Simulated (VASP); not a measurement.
Input of a VASP 6.6.1 run:

File INCAR:

```
SYSTEM = Sb
ALGO = Normal
EDIFF = 1E-7
ENCUT = 520
GGA = PE
ISIF = 2
ISMEAR = 0
LASPH = .True.
LCHARG = .False.
LREAL = .False.
LWAVE = .False.
NBANDS = 30
NELM = 100
PREC = Accurate
SIGMA = 0.1
```

Contents of KPOINTS:

```
k-points
0
Gamma
  6 6 4
  0 0 0
```

The input POSCAR:

```
Sb
1.0
    5.8719665130      0.0000000000      0.0000000000
   -2.9359832565      5.0852721704      0.0000000000
    0.0000000000      0.0000000000      8.9328195285
Sb
8
Direct
    0.5000000000      0.0000000000      0.5000000000
    0.0000000000      0.5000000000      0.5000000000
    0.5000000000      0.5000000000      0.5000000000
    0.3333333333      0.6666666667      0.1658028039
    0.3333333333      0.6666666667      0.8341971961
    0.6666666667      0.3333333333      0.8341971961
    0.6666666667      0.3333333333      0.1658028039
    0.0000000000      0.0000000000      0.0000000000
```

Potentials or basis: VASP PAW PBE potentials, release 64 (Sb).

Run with:

```console
$ cat potpaw_PBE.64/Sb/POTCAR > POTCAR
$ mpirun -np 1 vasp_std > vasp.out
```

(1) Predict the largest force.

(2) What does it give for the band gap on the k mesh?

(3) Predict the pressure.

Answers

(1) 0.008 eV/Å.

(2) zero (band 20 reaches 6.52 eV, above the bottom of band 21 at 5.22 eV).

(3) 0.0 GPa.

Caveat: spin-orbit coupling is left out, which moves the levels of the heavy elements.
